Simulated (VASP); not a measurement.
Write the native input for VASP 6.6.1 that does the following.

```
Task                   : single point
Functional             : PBE
Potentials or basis    : VASP PAW PBE potentials, release 64 (Zn, S)
Cutoff                 : 520 eV
k mesh                 : 12 × 12 × 6
Occupations            : gaussian, width 0.05 eV
Spin                   : no spin polarisation
Dipole correction      : no
Further INCAR settings : ALGO = Normal; EDIFF = 1e-06; NBANDS = 26
```

The structure of ZnS lies in POSCAR:

```
ZnS
1.0
    3.8109987816      0.0000000000      0.0000000000
   -1.9054993908      3.3004217586      0.0000000000
    0.0000000000      0.0000000000      6.2340000000
Zn S
2 2
Direct
    0.3333333333      0.6666666667      0.0000000000
    0.6666666667      0.3333333333      0.5000000000
    0.3333333333      0.6666666667      0.3128152069
    0.6666666667      0.3333333333      0.8850000000
```

This cell differs from its parent crystal: atom 3 (S) moved -0.450 Å along Cartesian [0 0 1].

One way to write it, as run:

INCAR

```
SYSTEM = ZnS
PREC = Accurate ; ENCUT = 520
EDIFF = 1E-6 ; ISMEAR = 0
SIGMA = 0.05 ; LREAL = .False.
LASPH = .True. ; NELM = 100
ALGO = Normal ; ISIF = 2
LWAVE = .False. ; LCHARG = .False.
GGA = PE ; NBANDS = 26
```

KPOINTS

```
Automatic mesh
0
Gamma
  12 12 6
  0 0 0
```

Potentials or basis: VASP PAW PBE potentials, release 64 (Zn, S).

Run with:

```console
$ cat potpaw_PBE.64/Zn/POTCAR potpaw_PBE.64/S/POTCAR > POTCAR
$ mpirun -np 1 vasp_std > vasp.out
```

It gave:

- Pressure: 7.4 GPa
- Largest force: 7.305 eV/Å
- Band gap on the k mesh: 1.84 eV, direct

Caveat: the cell differs from its parent crystal (atom 3 (S) moved -0.450 Å along Cartesian [0 0 1]); forces of over 1 eV/Å act on the atoms, so gaps and moduli don't describe the material at rest.

Run time: 2.8 min on 1 thread of Intel Xeon 6975P-C, with other jobs on the host, peak memory 0.3 GiB.
